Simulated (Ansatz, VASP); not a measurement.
**Cd4Se: VASP beside Ansatz**

The input INCAR:

```
SYSTEM = Cd4Se
ALGO = Normal
EDIFF = 1E-6
EDIFFG = -0.08
ENCUT = 600
GGA = PE
IBRION = 2
ISIF = 3
ISMEAR = 0
LASPH = .True.
LCHARG = .False.
LREAL = .False.
LWAVE = .False.
NELM = 60
NSW = 36
PREC = Accurate
SIGMA = 0.2
```

The input KPOINTS:

```
k-points
0
Gamma
  3 3 5
  0 0 0
```

POSCAR

```
Cd4Se
1.0
    3.9915496700     -4.2461407300      0.0000000000
    3.9915496700      4.2461407300      0.0000000000
    0.0000000000      0.0000000000      3.5515224800
Cd Se
4 1
Direct
    0.2796676500      0.2796676500      0.0000000000
    0.1815461400      0.8184538600      0.5000000000
    0.8184538600      0.1815461400      0.5000000000
    0.7203323500      0.7203323500      0.0000000000
    0.0000000000      0.0000000000      0.0000000000
```

Input for Ansatz:

```yaml
crystal:
  lattice:
    - [3.99154967, -4.24614073, 0.0]
    - [3.99154967, 4.24614073, 0.0]
    - [0.0, 0.0, 3.55152248]
  atoms:
    - { symbol: Cd, position: [0.27966765, 0.27966765, 0.0] }
    - { symbol: Cd, position: [0.18154614, 0.81845386, 0.5] }
    - { symbol: Cd, position: [0.81845386, 0.18154614, 0.5] }
    - { symbol: Cd, position: [0.72033235, 0.72033235, 0.0] }
    - { symbol: Se, position: [0.0, 0.0, 0.0] }
basis:
  ecutwfc: 420
kpoints:
  mp_grid: { grid: [3, 3, 5] }
hamiltonian:
  xc: pbe
scf:
  occupations: { method: gaussian, width: 0.2 }
  lower_state_search: "off"
output:
  forces: true
  stress: true
  eigenvalues: true
relax:
  adjacent_minimum: "off"
  f_tol: 0.08
  max_steps: 16
  cell: { stress_tol: 0.8 }
```

Change from the starting cell: species swapped into the OsCl4 type (Cmmm, No. 65).

Alike in both runs: task relaxation of cell and atoms; functional PBE; k mesh 3 × 3 × 5; occupations gaussian, width 0.2 eV; no spin polarisation.

```csv
,VASP,Ansatz
version,VASP 6.6.1,Ansatz 0.2.0
potentials or method,"VASP PAW PBE potentials, release 64 (Cd, Se), cutoff 600 eV","scalar-relativistic, plane waves, PAW"
valence electrons in the cell,54,96
```

Ansatz gave:

- gap on the k mesh at the Fermi level, each at its own relaxed structure (eV): none
- relaxed volume (Å³/atom): 26.67
- relaxed cell length with the largest relative difference (Å): 5.976

Which values does VASP return?

gap on the k mesh at the Fermi level, each at its own relaxed structure (eV): none; relaxed volume (Å³/atom): 26.84; relaxed cell length with the largest relative difference (Å): 5.997.

A gap of «none» marks a metal or a gap that the smearing closes. VASP's potentials hold 54 valence electrons a cell and Ansatz's 96, so a difference there can come from the potentials and not from the codes.

The k mesh is coarse, so the values compare programs but aren't converged.
